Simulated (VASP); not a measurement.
# GaSb2 (P4/mmm) in VASP: notebook

The runs below take GaSb2 through relaxation of cell and atoms, single point, with PBE.

All numbers are computed with VASP 6.6.1; they aren't measurements. Logs are shortened: lines on timing, memory, paths and dates and some standing lists are left out, and cuts for length are marked.

### Step 1. The cell of the first run

Symmetry: P4/mmm, No. 123, tetragonal system. The conventional cell has a = 3.552 Å, b = 3.552 Å, c = 6.548 Å, α = 90.00°, β = 90.00°, γ = 90.00°. Within 4.0 Å of Ga (site symmetry 4/mmm) lie 8 Sb at 3.06 Å and 4 Ga at 3.55 Å. Sb (site symmetry 4mm) has 6 Sb at 3.04 to 3.55 Å and 4 Ga at 3.06 Å within 4.0 Å.

The cell was generated, and may not be a known phase.

### Step 2. Relaxation of cell and atoms, PBE

INCAR reads:

```
SYSTEM = GaSb2
PREC = Accurate ; ENCUT = 600
EDIFF = 1E-6 ; ISMEAR = 0
SIGMA = 0.1 ; LREAL = .False.
LASPH = .True. ; NELM = 80
ALGO = Normal ; ISIF = 3
LWAVE = .False. ; LCHARG = .False.
GGA = PE ; IBRION = 2
NSW = 100 ; EDIFFG = -0.01
```

KPOINTS reads:

```
Automatic mesh
0
Gamma
  14 14 8
  0 0 0
```

POSCAR reads:

```
GaSb2
1.0
    3.5518058191      0.0000000000      0.0000000000
    0.0000000000      3.5518058191      0.0000000000
    0.0000000000      0.0000000000      6.5481427006
Ga Sb
1 2
Direct
    0.0000000000      0.0000000000      0.0000000000
    0.5000000000      0.5000000000      0.2678095114
    0.5000000000      0.5000000000      0.7321904886
```

Potentials or basis: VASP PAW PBE potentials, release 64 (Ga_d, Sb).

The run is started by

```
> cat potpaw_PBE.64/Ga_d/POTCAR potpaw_PBE.64/Sb/POTCAR > POTCAR
> mpirun -np 1 vasp_std > vasp.out
```

OUTCAR:

```text
SYSTEM = GaSb2
   PREC = Accurate
   ENCUT = 600
   EDIFF = 1E-6
   ISMEAR = 0
   LREAL = .False.
   LASPH = .True.
   NELM = 80
   ISIF = 3
   GGA = PE
   IBRION = 2
   NSW = 100
   EDIFFG = -0.01

 ion  position               nearest neighbor table
   1  0.000  0.000  0.000-   2 3.06   3 3.06   2 3.06   3 3.06   2 3.06   3 3.06   2 3.06   3 3.06

   2  0.500  0.500  0.268-   3 3.04   1 3.06   1 3.06   1 3.06   1 3.06   3 3.51
   3  0.500  0.500  0.732-   2 3.04   1 3.06   1 3.06   1 3.06   1 3.06   2 3.51

  LATTYP: Found a simple tetragonal cell.
 ALAT       =     3.5518058191
 C/A-ratio  =     1.8436094297

  Lattice vectors:

 A1 = (   3.5518058191,   0.0000000000,   0.0000000000)
 A2 = (   0.0000000000,   3.5518058191,   0.0000000000)
 A3 = (   0.0000000000,   0.0000000000,   6.5481427006)

Analysis of symmetry for initial positions (statically):
=====================================================================
 Subroutine PRICEL returns:
 Original cell was already a primitive cell.

 Routine SETGRP: Setting up the symmetry group for a
 simple tetragonal supercell.

 Subroutine GETGRP returns: Found 16 space group operations
 (whereof 16 operations were pure point group operations)
 out of a pool of 16 trial point group operations.

The static configuration has the point symmetry D_4h.

Analysis of symmetry for dynamics (positions and initial velocities):
=====================================================================
 Subroutine PRICEL returns:
 Original cell was already a primitive cell.

 Routine SETGRP: Setting up the symmetry group for a
 simple tetragonal supercell.

 Subroutine GETGRP returns: Found 16 space group operations
 (whereof 16 operations were pure point group operations)
 out of a pool of 16 trial point group operations.

The dynamic configuration has the point symmetry D_4h.

 Subroutine INISYM returns: Found 16 space group operations
 (whereof 16 operations are pure point group operations),
 and found     1 'primitive' translations

----------------------------------------------------------------------------------------

                                     Primitive cell

  volume of cell :      82.6069

  direct lattice vectors                    reciprocal lattice vectors
     3.551805819  0.000000000  0.000000000     0.281546923  0.000000000  0.000000000
     0.000000000  3.551805819  0.000000000     0.000000000  0.281546923  0.000000000
     0.000000000  0.000000000  6.548142701     0.000000000  0.000000000  0.152715059

  length of vectors
     3.551805819  3.551805819  6.548142701     0.281546923  0.281546923  0.152715059

  position of ions in fractional coordinates (direct lattice)
     0.000000000  0.000000000  0.000000000
     0.500000000  0.500000000  0.267809511
     0.500000000  0.500000000  0.732190489

  ion indices of the primitive-cell ions
   primitive index   ion index
                 1           1
                 2           2
                 3           3

----------------------------------------------------------------------------------------

 KPOINTS: Automatic mesh

Automatic generation of k-mesh.
 Grid dimensions read from file:
 generate k-points for:   14   14    8

 Generating k-lattice:

  Cartesian coordinates                     Fractional coordinates (reciprocal lattice)
     0.020110495  0.000000000  0.000000000     0.071428571  0.000000000  0.000000000
     0.000000000  0.020110495  0.000000000     0.000000000  0.071428571  0.000000000
     0.000000000  0.000000000  0.019089382     0.000000000  0.000000000  0.125000000

  Length of vectors
     0.020110495  0.020110495  0.019089382

  Shift w.r.t. Gamma in fractional coordinates (k-lattice)
     0.000000000  0.000000000  0.000000000

 Subroutine IBZKPT returns following result:
 ===========================================

 Found    180 irreducible k-points:

 Following reciprocal coordinates:
            Coordinates               Weight
  0.000000  0.000000  0.000000      1.000000
  0.071429  0.000000  0.000000      4.000000
  0.142857  0.000000  0.000000      4.000000
  0.214286  0.000000  0.000000      4.000000
  0.285714  0.000000  0.000000      4.000000
  0.357143  0.000000  0.000000      4.000000
[... 16 lines left out ...]
  0.285714  0.214286  0.000000      8.000000
  0.357143  0.214286  0.000000      8.000000
 [... further k-points ...]
   k-points           NKPTS =    180   k-points in BZ     NKDIM =    180   number of bands    NBANDS=     15
   number of dos      NEDOS =    301   number of ions     NIONS =      3
   total plane-waves  NPLWV =  42336
   dimension x,y,z NGX =    28 NGY =   28 NGZ =   54
   dimension x,y,z NGXF=    56 NGYF=   56 NGZF=  108
   ions per type =               1   2
   NGX,Y,Z   is equivalent  to a cutoff of  13.11, 13.11, 13.71 a.u.
   NGXF,Y,Z  is equivalent  to a cutoff of  26.21, 26.21, 27.42 a.u.
 SYSTEM =  GaSb2
   PREC   = accura    normal or accurate (medium, high low for compatibility)
   ISTART =      0    job   : 0-new  1-cont  2-samecut
   ICHARG =      2    charge: 1-file 2-atom 10-const
   ISPIN  =      1    spin polarized calculation?
   LNONCOLLINEAR =      F non collinear calculations
   LSORBIT =      F    spin-orbit coupling
   LASPH  =      T    aspherical Exc in radial PAW
   ENCUT  =  600.0 eV  44.10 Ry    6.64 a.u.   7.09  7.09 13.08*2*pi/ulx,y,z
   NELM   =     80;   NELMIN=  2; NELMDL= -5     # of ELM steps
   EDIFF  = 0.1E-05   stopping-criterion for ELM
   LREAL  =      F    real-space projection
   EDIFFG = -.1E-01   stopping-criterion for IOM
   NSW    =    100    number of steps for IOM
   IBRION =      2    ionic relax: 0-MD 1-quasi-New 2-CG
   NFREE  =      1    steps in history (QN), initial steepest desc. (CG)
   ISIF   =      3    stress and relaxation
   ISYM   =      2    0-nonsym 1-usesym 2-fastsym
   POTIM  = 0.5000    time-step for ionic-motion
   TEBEG  =    0.0;   TEEND  =   0.0 temperature during run
   PSTRESS=    0.0 pullay stress
   NELECT =      23.0000    total number of electrons
   NUPDOWN=      -1.0000    fix difference up-down
   EMIN   =  10.00;   EMAX   =-10.00  energy-range for DOS
   EFERMI =   0.00;   METHOD = LEGACY
   ISMEAR =     0;   SIGMA  =   0.10  broadening in eV -4-tet -1-fermi 0-gaus
   EFERMI_NEDOS =   21; number of points for ismear=-14 and -15
   IALGO  =     38    algorithm
   IMIX   =      4    mixing-type and parameters
     AMIX     =   0.40;   BMIX     =  1.00
     AMIX_MAG =   1.60;   BMIX_MAG =  1.00
  volume/ion in A,a.u.               =      27.54       185.82
  Fermi-wavevector in a.u.,A,eV,Ry     =   1.069002  2.020121 15.548271  1.142766
  Thomas-Fermi vector in A             =   2.204668
   LORBIT       =      0    0 simple, 1 ext, 2 COOP (PROOUT), +10 PAW based schemes
   GGA     = PE    functional components
   LHFCALC =     F    Hartree Fock is set to
   AEXX    =    0.0000 exact exchange contribution
   IVDW    =     0    specifies the selected vdW correction
   LEPSILON=     F    determine dielectric tensor
   LRPA    =     F    only Hartree local field effects (RPA)
 conjugate gradient relaxation of ions
 non-spin polarized calculation
 Gauss-broadening in eV      SIGMA  =   0.10
  energy-cutoff  :      600.00
  volume of cell :       82.61
 maximum number of plane-waves:      2790
   NGX = 15   NGY = 15   NGZ = 27

--------------------------------------- Ionic step        1  -------------------------------------------

 number of electron      23.0000010 magnetization

 Free energy of the ion-electron system (eV)
  ---------------------------------------------------
  ext. energy  EPLUGINS =         0.00000000
  ---------------------------------------------------
  free energy    TOTEN  =       -10.62406074 eV

  energy without entropy =      -10.61477685  energy(sigma->0) =      -10.61941880

------------------------ aborting loop because EDIFF is reached ----------------------------------------

  FORCE on cell =-STRESS in cart. coord.  units (eV):
  Direction    XX          YY          ZZ          XY          YZ          ZX
  --------------------------------------------------------------------------------------
  -------------------------------------------------------------------------------------
  Total       -0.2768993     -0.2768993      0.0582706      0.0000000      0.0000000      0.0000000
  in kB       -5.3705145     -5.3705145      1.1301686      0.0000000      0.0000000      0.0000000
  external PRESSURE =      -3.2036201 kB  Pullay stress =       0.0000000 kB
[... 92 lines left out ...]
  FREE ENERGIE OF THE ION-ELECTRON SYSTEM (eV)
  ---------------------------------------------------
  free  energy   TOTEN  =       -10.6294199150 eV

  energy  without entropy=      -10.6213582173  energy(sigma->0) =      -10.62538907

 E-fermi :   6.9007     XC(G=0): -10.0119

 val. band max:        6.9000572794   @ k =   0.3571   0.0000   0.5000
 cond. band min:       6.9259058950   @ k =   0.5000   0.2143   0.2500
 fundamental gap:      0.0258486156
 Fermi energy:         6.9007349013

 k-point     1 :       0.0000    0.0000    0.0000
  band No.  band energies     occupation
      1      -8.1410      2.00000
      2      -8.0916      2.00000
      3      -8.0120      2.00000
      4      -8.0120      2.00000
      5      -7.9704      2.00000
      6      -5.4141      2.00000
      7      -3.9382      2.00000
      8      -1.1279      2.00000
      9       5.1945      2.00000
     10       5.2568      2.00000
     11       9.7448      0.00000
     12       9.7448      0.00000
     13      11.1418      0.00000
     14      11.1418      0.00000
[... 403 lines left out ...]
      4      -8.0324      2.00000
      5      -7.9970      2.00000
      6      -3.0573      2.00000
      7      -1.5295      2.00000
      8       1.0753      2.00000
      9       3.3437      2.00000
     10       4.3603      2.00000
     11       5.4791      2.00000
     12       7.1296      0.00121
     13       7.8278      0.00000
     14       8.4938      0.00000
     15       8.4949      0.00000

 [... further k-points ...]

[... ionic steps 4 to 28 ...]

--------------------------------------- Ionic step       29  -------------------------------------------

 number of electron      23.0000000 magnetization

------------------------ aborting loop because EDIFF is reached ----------------------------------------
[... 69 lines left out ...]
--------------------------------------- Ionic step       31  -------------------------------------------

 number of electron      23.0000001 magnetization

 Free energy of the ion-electron system (eV)
  ---------------------------------------------------
  ext. energy  EPLUGINS =         0.00000000
  ---------------------------------------------------
  free energy    TOTEN  =       -10.87843856 eV

  energy without entropy =      -10.87173735  energy(sigma->0) =      -10.87508796

 E-fermi :   6.6699     XC(G=0):  -9.9240

 val. band max:        6.6658377104   @ k =   0.3571   0.0000   0.5000
 cond. band min:       6.6739983978   @ k =   0.2857   0.0000   0.1250
 fundamental gap:      0.0081606874
 Fermi energy:         6.6699143678

 k-point     1 :       0.0000    0.0000    0.0000
  band No.  band energies     occupation
      1      -8.3520      2.00000
      2      -8.3041      2.00000
      3      -8.2305      2.00000
      4      -8.2305      2.00000
      5      -8.1922      2.00000
      6      -5.4796      2.00000
      7      -4.0645      2.00000
      8      -1.2227      2.00000
      9       5.0541      2.00000
     10       5.0762      2.00000
     11       9.4414      0.00000
     12       9.4414      0.00000
     13      10.7847      0.00000
     14      10.7847      0.00000
[... 445 lines left out ...]
  FREE ENERGIE OF THE ION-ELECTRON SYSTEM (eV)
  ---------------------------------------------------
  free  energy   TOTEN  =       -10.8784385600 eV

  energy  without entropy=      -10.8717373548  energy(sigma->0) =      -10.87508796

 reached required accuracy - stopping structural energy minimisation
```

Wall time 39 min (1 thread of Intel Xeon Platinum 8259CL at 2.50GHz (Skylake/Cascade Lake), shared host); peak memory 0.44 GiB.

What came out:

```
Free energy                           : -10.8784 eV
Relaxed volume                        : 26.71 Å³/atom
Relaxed cell                          : a = 3.166 Å, b = 3.166 Å, c = 7.996 Å, α = 90.00°, β = 90.00°, γ = 90.00°
Space group after relaxing (to 0.1 Å) : P4/mmm (No. 123)
Energy gained by relaxing             : 84.8 meV/atom
Ionic steps                           : 31
Pressure after relaxing               : 0.0 GPa
Largest force after relaxing          : 0.005 eV/Å
Band gap on the k mesh                : zero (an odd number of electrons rules out a gap without spin polarisation)
```

Forces on the atoms (eV/Å):
```
Ga   0.000  0.000  0.000
Sb   0.000  0.000 -0.005
Sb   0.000  0.000  0.005
```

The path:
```tsv
step	energy change (eV)	largest force (eV/Å)	pressure (GPa)	volume (Å³)
1	0.0000	0.1086	-0.32	82.61
2	-0.0032	0.1175	0.03	81.95
3	-0.0054	0.1204	0.47	81.16
4	-0.0031	0.1158	1.42	79.58
5	-0.0056	0.1199	0.70	80.76
6	-0.0070	0.1163	0.70	80.72
7	-0.0110	0.1169	0.70	80.59
8	-0.0230	0.1701	0.81	80.32
9	-0.0683	0.2024	1.00	79.73
10	-0.1418	0.1335	1.46	78.35
11	-0.1863	0.2357	4.08	74.84
12	-0.1942	0.1599	3.54	75.39
13	-0.1970	0.1685	3.53	75.44
14	-0.2046	0.1927	3.44	75.59
15	-0.2085	0.2030	3.25	75.85
16	-0.2142	0.1909	3.03	76.12
17	-0.2290	0.1566	2.35	76.93
18	-0.2480	0.0916	1.09	78.58
19	-0.2483	0.0177	-1.01	81.94
20	-0.2541	0.0312	-0.09	80.33
21	-0.2542	0.0341	0.00	80.23
22	-0.2542	0.0319	-0.01	80.23
23	-0.2543	0.0243	0.00	80.21
24	-0.2543	0.0108	0.00	80.18
25	-0.2543	0.0093	-0.02	80.17
26	-0.2543	0.0065	0.00	80.17
27	-0.2543	0.0081	0.00	80.17
28	-0.2543	0.0088	-0.02	80.17
29	-0.2543	0.0074	0.03	80.15
30	-0.2544	0.0061	0.07	80.11
31	-0.2544	0.0051	-0.01	80.14
```

Final structure:
```xyz
3
Lattice="3.1659 0.0000 0.0000 0.0000 3.1659 0.0000 0.0000 0.0000 7.9958" Properties=species:S:1:pos:R:3 pbc="T T T"
Ga    0.0000    0.0000    0.0000
Sb    1.5829    1.5829    2.4665
Sb    1.5829    1.5829    5.5293
```

Caveat: a cell axis changed by over 15 % at a fixed basis, so the end point is rough; spin-orbit coupling is left out, which moves the levels of the heavy elements.

### Step 3. Single point, PBE

This run uses another cell than the first one, of 23.24 Å³/atom.

INCAR reads:

```
PREC = Accurate
ENCUT = 520
EDIFF = 1E-7
ISMEAR = 0
SIGMA = 0.1
LREAL = F
LASPH = T
NELM = 100
ALGO = Normal
ISIF = 2
LWAVE = F
LCHARG = F
GGA = PE
NBANDS = 18
```

KPOINTS reads:

```
regular mesh
0
Gamma
  6 6 4
```

POSCAR reads:

```
GaSb2
1.0
    3.3168386000      0.0000000000      0.0000000000
    0.0000000000      3.3168386000      0.0000000000
    0.0000000000      0.0000000000      6.3370892400
Ga Sb
1 2
Direct
    0.0000000000      0.0000000000      0.0000000000
    0.5000000000      0.5000000000      0.2700000100
    0.5000000000      0.5000000000      0.7299999900
```

Potentials or basis: VASP PAW PBE potentials, release 64 (Ga_d, Sb).

The run is started by

```
> cat potpaw_PBE.64/Ga_d/POTCAR potpaw_PBE.64/Sb/POTCAR > POTCAR
> mpirun -np 1 vasp_std > vasp.out
```

It took 53 s on 1 thread of Intel Xeon 8259CL, shared host; peak memory 0.2 GiB.

Results (log left out):

- Free energy: -10.2479 eV
- Pressure: 11.4 GPa
- Largest force: 0.458 eV/Å
- Band gap on the k mesh: zero (an odd number of electrons rules out a gap without spin polarisation)

Forces on the atoms (eV/Å):
```
Ga   0.000  0.000  0.000
Sb   0.000  0.000  0.458
Sb   0.000  0.000 -0.458
```

Stress tensor (GPa, compression positive):
```
11.46  0.00  0.00
 0.00 11.46  0.00
 0.00  0.00 11.22
```

Levels at points of the mesh, in eV from the Fermi level:
```
           k point  band 9  band 10  band 11  band 12  band 13  band 14
(0.00, 0.00, 0.00)    0.09     0.09     1.40     1.56     3.03     3.03
(0.50, 0.00, 0.00)   -5.41    -4.91    -1.94     2.58     3.96     4.58
(0.50, 0.50, 0.00)   -5.37    -4.52    -3.06    -2.41    -2.41     0.49
(0.00, 0.00, 0.50)   -3.86     0.62     0.62     1.76     1.76     2.64
(0.50, 0.00, 0.50)   -5.91    -1.58    -1.46     0.57     2.48     3.26
(0.50, 0.50, 0.50)   -4.88    -4.48    -3.67    -3.67    -0.06    -0.02
```

Caveat: the cell stands under pressure; spin-orbit coupling is left out, which moves the levels of the heavy elements.

The gap in the log of VASP goes by the Fermi energy; the results here count the filled bands.